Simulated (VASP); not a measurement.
The system is Mg3Sb2.

```
CELL_PARAMETERS angstrom
2.27963 3.94844 0.00000
-2.27963 3.94844 0.00000
0.00000 0.00000 7.20729
ATOMIC_POSITIONS crystal
Mg 0.00000 0.00000 0.00000
Mg 0.33330 0.33340 0.63000
Mg 0.66670 0.66660 0.37000
Sb 0.33330 0.33340 0.23500
Sb 0.66670 0.66660 0.76500
```

```yaml
Program: VASP 6.6.1
Task: relaxation of cell and atoms
Functional: PBE
Potentials_or_basis: VASP PAW PBE potentials, release 64 (Mg, Sb)
Cutoff: 600 eV
k_mesh: 8 × 8 × 5
Occupations: fermi-dirac, width 0.1 eV
Spin: no spin polarisation
```

At the start: pressure 1.7 GPa; volume 25.95 Å³/atom.

Question: Where does the relaxation end?

Answer: Over 9 steps the energy falls by 11.3 meV/atom and the volume is 26.61 Å³/atom (+2.5 %); space group P-3m1 (No. 164, to 0.1 Å) before and after.

The path:
```tsv
step	energy change (eV)	largest force (eV/Å)	pressure (GPa)	volume (Å³)
1	0.0000	0.5524	1.71	129.75
2	-0.0443	0.2234	-0.34	135.01
3	-0.0443	0.2184	-0.37	135.10
4	-0.0507	0.1525	-0.21	134.34
5	-0.0554	0.0279	0.12	132.92
6	-0.0565	0.0082	-0.02	133.20
7	-0.0566	0.0130	-0.06	133.28
8	-0.0566	0.0121	-0.05	133.27
9	-0.0567	0.0025	0.02	133.04
```

Final structure:
```cif
data_structure
_symmetry_space_group_name_H-M 'P 1'
_symmetry_Int_Tables_number 1
_cell_length_a 4.5984
_cell_length_b 4.5982
_cell_length_c 7.2652
_cell_angle_alpha 89.997
_cell_angle_beta 90.000
_cell_angle_gamma 59.999
_cell_volume 133.04
loop_
_atom_site_label
_atom_site_type_symbol
_atom_site_fract_x
_atom_site_fract_y
_atom_site_fract_z
_atom_site_occupancy
Mg1 Mg 0.00000 0.00000 0.00000 1
Mg2 Mg 0.33333 0.33335 0.63231 1
Mg3 Mg 0.66667 0.66665 0.36769 1
Sb1 Sb 0.33332 0.33336 0.22520 1
Sb2 Sb 0.66668 0.66664 0.77480 1
```
